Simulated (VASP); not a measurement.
# BN (P6_3/mmc) in VASP: notebook

BN is run at these levels: r2SCAN, PBE, PBEsol, LDA, PBE0; tasks: single point, relaxation of cell and atoms.

Program: VASP 6.6.1. These are calculated values, not measurements. Logs are shortened: lines on timing, memory, paths and dates and some standing lists are left out, and cuts for length are marked.

## 1. The cell of the first run

The structure is hexagonal, space group P6_3/mmc (No. 194). Conventional cell: a = 2.501 Å, b = 2.501 Å, c = 6.893 Å, α = 90.00°, β = 90.00°, γ = 120.00°. Within 1.9 Å of B (site symmetry -6m2) lie 3 N at 1.44 Å. Within 1.9 Å of N (site symmetry -6m2) lie 3 B at 1.44 Å.

## 2. Single point, r2SCAN

POSCAR

```
BN
1.0
    2.5008383104      0.0000000000      0.0000000000
   -1.2504191552      2.1657895075      0.0000000000
    0.0000000000      0.0000000000      6.8931205922
B N
2 2
Direct
    0.3333333333      0.6666666667      0.2500000000
    0.6666666667      0.3333333333      0.7500000000
    0.6666666667      0.3333333333      0.2500000000
    0.3333333333      0.6666666667      0.7500000000
```

INCAR.step1

```
ALGO     = Normal         # electronic algorithm
EDIFF    = 1E-5           # SCF threshold, eV
ENCUT    = 660            # plane-wave cutoff, eV
GGA      = PE             # functional
GGA_COMPAT= False        
ISMEAR   = 0              # smearing method
LASPH    = True           # aspherical terms in the spheres
LCHARG   = False          # write CHGCAR
LREAL    = False          # projectors in reciprocal space
LWAVE    = True           # write WAVECAR
NBANDS   = 16             # bands
NELM     = 120            # most SCF steps
PREC     = Accurate       # precision mode
SIGMA    = 0.01           # smearing width, eV
```

INCAR.step2

```
ALGO     = Normal         # electronic algorithm
EDIFF    = 1E-6           # SCF threshold, eV
ENCUT    = 660            # plane-wave cutoff, eV
GGA_COMPAT= False        
ISIF     = 2              # what is computed and relaxed
ISMEAR   = 0              # smearing method
ISTART   = 1            
LASPH    = True           # aspherical terms in the spheres
LCHARG   = False          # write CHGCAR
LMIXTAU  = True         
LREAL    = False          # projectors in reciprocal space
LWAVE    = False          # write WAVECAR
METAGGA  = R2SCAN         # meta-GGA
NBANDS   = 16             # bands
NELM     = 120            # most SCF steps
PREC     = Accurate       # precision mode
SIGMA    = 0.01           # smearing width, eV
```

KPOINTS

```
k-points
0
Gamma
  12 12 4
```

Potentials or basis: VASP PAW PBE potentials, release 64 (B, N).

Started as:

```console
cat potpaw_PBE.64/B/POTCAR potpaw_PBE.64/N/POTCAR > POTCAR
cp INCAR.step1 INCAR
mpirun -np 1 vasp_std > vasp.out
cp INCAR.step2 INCAR
mpirun -np 1 vasp_std > vasp.out
```

OUTCAR:

```text
EDIFF = 1E-6
   ENCUT = 660
   ISIF = 2
   ISMEAR = 0
   ISTART = 1
   LASPH = True
   LREAL = False
   METAGGA = R2SCAN
   NELM = 120
   PREC = Accurate

 ion  position               nearest neighbor table
   1  0.333  0.667  0.250-   3 1.44   3 1.44   3 1.44
   2  0.667  0.333  0.750-   4 1.44   4 1.44   4 1.44
   3  0.667  0.333  0.250-   1 1.44   1 1.44   1 1.44
   4  0.333  0.667  0.750-   2 1.44   2 1.44   2 1.44

  LATTYP: Found a hexagonal cell.
 ALAT       =     2.5008383104
 C/A-ratio  =     2.7563239749

  Lattice vectors:

 A1 = (   2.5008383104,   0.0000000000,   0.0000000000)
 A2 = (  -1.2504191552,   2.1657895075,   0.0000000000)
 A3 = (   0.0000000000,   0.0000000000,   6.8931205922)

Analysis of symmetry for initial positions (statically):
=====================================================================
 Subroutine PRICEL returns:
 Original cell was already a primitive cell.

 Routine SETGRP: Setting up the symmetry group for a
 hexagonal supercell.

 Subroutine GETGRP returns: Found 24 space group operations
 (whereof 12 operations were pure point group operations)
 out of a pool of 24 trial point group operations.

The static configuration has the point symmetry D_3d.
 The point group associated with its full space group is D_6h.

Analysis of symmetry for dynamics (positions and initial velocities):
=====================================================================
 Subroutine PRICEL returns:
 Original cell was already a primitive cell.

 Routine SETGRP: Setting up the symmetry group for a
 hexagonal supercell.

 Subroutine GETGRP returns: Found 24 space group operations
 (whereof 12 operations were pure point group operations)
 out of a pool of 24 trial point group operations.

The dynamic configuration has the point symmetry D_3d.
 The point group associated with its full space group is D_6h.

 Subroutine INISYM returns: Found 24 space group operations
 (whereof 12 operations are pure point group operations),
 and found     1 'primitive' translations

----------------------------------------------------------------------------------------

                                     Primitive cell

  volume of cell :      37.3351

  direct lattice vectors                    reciprocal lattice vectors
     2.500838310  0.000000000  0.000000000     0.399865915  0.230862694  0.000000000
    -1.250419155  2.165789507  0.000000000     0.000000000  0.461725388  0.000000000
     0.000000000  0.000000000  6.893120592     0.000000000  0.000000000  0.145072175

  length of vectors
     2.500838310  2.500838310  6.893120592     0.461725388  0.461725388  0.145072175

  position of ions in fractional coordinates (direct lattice)
     0.333333333  0.666666667  0.250000000
     0.666666667  0.333333333  0.750000000
     0.666666667  0.333333333  0.250000000
     0.333333333  0.666666667  0.750000000

  ion indices of the primitive-cell ions
   primitive index   ion index
                 1           1
                 2           2
                 3           3
                 4           4

----------------------------------------------------------------------------------------

 KPOINTS: k-points

Automatic generation of k-mesh.
 Grid dimensions read from file:
 generate k-points for:   12   12    4

 Generating k-lattice:

  Cartesian coordinates                     Fractional coordinates (reciprocal lattice)
     0.033322160  0.019238558  0.000000000     0.083333333  0.000000000  0.000000000
     0.000000000  0.038477116  0.000000000     0.000000000  0.083333333  0.000000000
     0.000000000  0.000000000  0.036268044     0.000000000  0.000000000  0.250000000

  Length of vectors
     0.038477116  0.038477116  0.036268044

  Shift w.r.t. Gamma in fractional coordinates (k-lattice)
     0.000000000  0.000000000  0.000000000

 Subroutine IBZKPT returns following result:
 ===========================================

 Found     57 irreducible k-points:

 Following reciprocal coordinates:
            Coordinates               Weight
  0.000000  0.000000  0.000000      1.000000
  0.083333  0.000000  0.000000      6.000000
  0.166667  0.000000  0.000000      6.000000
  0.250000  0.000000  0.000000      6.000000
  0.333333  0.000000  0.000000      6.000000
  0.416667  0.000000  0.000000      6.000000
[... 16 lines left out ...]
  0.250000  0.000000  0.250000     12.000000
  0.333333  0.000000  0.250000     12.000000
 [... further k-points ...]
   k-points           NKPTS =     57   k-points in BZ     NKDIM =     57   number of bands    NBANDS=     16
   number of dos      NEDOS =    301   number of ions     NIONS =      4
   total plane-waves  NPLWV =  34560
   dimension x,y,z NGX =    24 NGY =   24 NGZ =   60
   dimension x,y,z NGXF=    48 NGYF=   48 NGZF=  120
   ions per type =               2   2
   NGX,Y,Z   is equivalent  to a cutoff of  15.95, 15.95, 14.47 a.u.
   NGXF,Y,Z  is equivalent  to a cutoff of  31.91, 31.91, 28.94 a.u.
 SYSTEM =  unknown system
   PREC   = accura    normal or accurate (medium, high low for compatibility)
   ISTART =      1    job   : 0-new  1-cont  2-samecut
   ICHARG =      0    charge: 1-file 2-atom 10-const
   ISPIN  =      1    spin polarized calculation?
   LNONCOLLINEAR =      F non collinear calculations
   LSORBIT =      F    spin-orbit coupling
   LASPH  =      T    aspherical Exc in radial PAW
   ENCUT  =  660.0 eV  48.51 Ry    6.96 a.u.   5.24  5.24 14.44*2*pi/ulx,y,z
   NELM   =    120;   NELMIN=  2; NELMDL=  0     # of ELM steps
   EDIFF  = 0.1E-05   stopping-criterion for ELM
   LREAL  =      F    real-space projection
   EDIFFG = 0.1E-04   stopping-criterion for IOM
   NSW    =      0    number of steps for IOM
   IBRION =     -1    ionic relax: 0-MD 1-quasi-New 2-CG
   NFREE  =      0    steps in history (QN), initial steepest desc. (CG)
   ISIF   =      2    stress and relaxation
   ISYM   =      2    0-nonsym 1-usesym 2-fastsym
   POTIM  = 0.5000    time-step for ionic-motion
   TEBEG  =    0.0;   TEEND  =   0.0 temperature during run
   PSTRESS=    0.0 pullay stress
   NELECT =      16.0000    total number of electrons
   NUPDOWN=      -1.0000    fix difference up-down
   EMIN   =  10.00;   EMAX   =-10.00  energy-range for DOS
   EFERMI =   0.00;   METHOD = LEGACY
   ISMEAR =     0;   SIGMA  =   0.01  broadening in eV -4-tet -1-fermi 0-gaus
   EFERMI_NEDOS =   21; number of points for ismear=-14 and -15
   IALGO  =     38    algorithm
   IMIX   =      4    mixing-type and parameters
     AMIX     =   0.40;   BMIX     =  1.00
     AMIX_MAG =   1.60;   BMIX_MAG =  1.00
  volume/ion in A,a.u.               =       9.33        62.99
  Fermi-wavevector in a.u.,A,eV,Ry     =   1.234266  2.332425 20.727300  1.523414
  Thomas-Fermi vector in A             =   2.368963
   LORBIT       =      0    0 simple, 1 ext, 2 COOP (PROOUT), +10 PAW based schemes
   METAGGA = R2SCAN    functional components
   LHFCALC =     F    Hartree Fock is set to
   AEXX    =    0.0000 exact exchange contribution
   IVDW    =     0    specifies the selected vdW correction
   LEPSILON=     F    determine dielectric tensor
   LRPA    =     F    only Hartree local field effects (RPA)
 non-spin polarized calculation
 Gauss-broadening in eV      SIGMA  =   0.01
  energy-cutoff  :      660.00
  volume of cell :       37.34
 maximum number of plane-waves:      1453
 NGX is ok and might be reduce to    24
   NGX = 11   NGY = 11   NGZ = 29

 number of electron      16.0000000 magnetization

 Free energy of the ion-electron system (eV)
  ---------------------------------------------------
  ext. energy  EPLUGINS =         0.00000000
  ---------------------------------------------------
  free energy    TOTEN  =       -38.60099779 eV

  energy without entropy =      -38.60099779  energy(sigma->0) =      -38.60099779

 E-fermi :   1.8473     XC(G=0): -10.4940

 val. band max:        1.7320554829   @ k =   0.3333   0.3333   0.5000
 cond. band min:       6.6620303811   @ k =   0.5000   0.0000   0.0000
 fundamental gap:      4.9299748983
 Fermi energy:         1.8472541574

 k-point     1 :       0.0000    0.0000    0.0000
  band No.  band energies     occupation
      1     -17.0516      2.00000
      2     -16.8349      2.00000
      3      -4.5086      2.00000
      4      -2.6874      2.00000
      5       0.3820      2.00000
      6       0.3820      2.00000
[... 8 lines left out ...]
     15      14.6185      0.00000
     16      16.0322      0.00000

 k-point     2 :       0.0833    0.0000    0.0000
  band No.  band energies     occupation
      1     -16.9102      2.00000
      2     -16.6969      2.00000
      3      -4.3145      2.00000
      4      -2.5100      2.00000
      5      -0.2056      2.00000
      6      -0.1845      2.00000
[... 8 lines left out ...]
     15      15.1349      0.00000
     16      15.4872      0.00000

 k-point     3 :       0.1667    0.0000    0.0000
  band No.  band energies     occupation
      1     -16.4939      2.00000
      2     -16.2911      2.00000
      3      -3.7397      2.00000
      4      -1.9885      2.00000
      5      -1.6946      2.00000
      6      -1.6692      2.00000
[... 8 lines left out ...]
     15      16.4077      0.00000
     16      16.5002      0.00000

 k-point     4 :       0.2500    0.0000    0.0000
  band No.  band energies     occupation
      1     -15.8322      2.00000
      2     -15.6480      2.00000
      3      -3.5814      2.00000
      4      -3.5400      2.00000
      5      -2.8119      2.00000
      6      -1.3185      2.00000
[... 8 lines left out ...]
     15      17.6962      0.00000
     16      18.8221      0.00000
[... 324 lines left out ...]
 k-point    22 :       0.1667    0.0000    0.2500
  band No.  band energies     occupation
      1     -16.4653      2.00000
      2     -16.3219      2.00000
      3      -3.5250      2.00000
      4      -2.3096      2.00000
      5      -1.6856      2.00000
      6      -1.6581      2.00000
[... 8 lines left out ...]
     15      16.4207      0.00000
     16      16.4861      0.00000

 k-point    23 :       0.2500    0.0000    0.2500
  band No.  band energies     occupation
      1     -15.8060      2.00000
      2     -15.6758      2.00000
      3      -3.5834      2.00000
      4      -3.5508      2.00000
      5      -2.5945      2.00000
      6      -1.4419      2.00000
[... 8 lines left out ...]
     15      18.8350      0.00000
     16      18.9032      0.00000

 k-point    24 :       0.3333    0.0000    0.2500
  band No.  band energies     occupation
      1     -14.9762      2.00000
      2     -14.8672      2.00000
      3      -5.4473      2.00000
      4      -5.4064      2.00000
      5      -1.9707      2.00000
      6      -1.9390      2.00000
[... 8 lines left out ...]
     15      19.3810      0.00000
     16      21.4520      0.00000

 [... further k-points ...]

------------------------ aborting loop because EDIFF is reached ----------------------------------------

  FORCE on cell =-STRESS in cart. coord.  units (eV):
  Direction    XX          YY          ZZ          XY          YZ          ZX
  --------------------------------------------------------------------------------------
  -------------------------------------------------------------------------------------
  Total        0.1699005      0.1699005     -0.0444745      0.0000000     -0.0000000      0.0000000
  in kB        7.2910061      7.2910061     -1.9085515      0.0000000     -0.0000000      0.0000000
  external PRESSURE =       4.2244869 kB  Pullay stress =       0.0000000 kB

 VOLUME and BASIS-vectors are now :
 -----------------------------------------------------------------------------
  energy-cutoff  :      660.00
  volume of cell :       37.34
      direct lattice vectors                 reciprocal lattice vectors
     2.500838310  0.000000000  0.000000000     0.399865915  0.230862694  0.000000000
    -1.250419155  2.165789507  0.000000000     0.000000000  0.461725388  0.000000000
     0.000000000  0.000000000  6.893120592     0.000000000  0.000000000  0.145072175

 POSITION                                       TOTAL-FORCE (eV/Angst)
 -----------------------------------------------------------------------------------
     -0.00000      1.44386      1.72328         0.000000     -0.000000      0.000000
      1.25042      0.72193      5.16984        -0.000000     -0.000000      0.000000
      1.25042      0.72193      1.72328        -0.000000      0.000000      0.000000
     -0.00000      1.44386      5.16984         0.000000     -0.000000      0.000000
 -----------------------------------------------------------------------------------
    total drift:                               -0.000000      0.000000      0.000000

  FREE ENERGIE OF THE ION-ELECTRON SYSTEM (eV)
  ---------------------------------------------------
  free  energy   TOTEN  =       -38.6009977905 eV

  energy  without entropy=      -38.6009977905  energy(sigma->0) =      -38.60099779
```

Run time: 4.1 min. Hardware: 1 thread of Intel Xeon 8259CL, shared host; peak memory 0.2 GiB.

What came out:

```
Free energy            : -38.6010 eV
Pressure               : 0.4 GPa
Band gap on the k mesh : 4.93 eV (least direct gap 5.37 eV)
```

Stress tensor (GPa, compression positive):
```
 0.73  0.00  0.00
 0.00  0.73  0.00
 0.00  0.00 -0.19
```

Caveat: the PAW data sets were made with another functional, which shifts forces and pressure a little. A k mesh can miss the band edges.

[end of part 1 of 3]
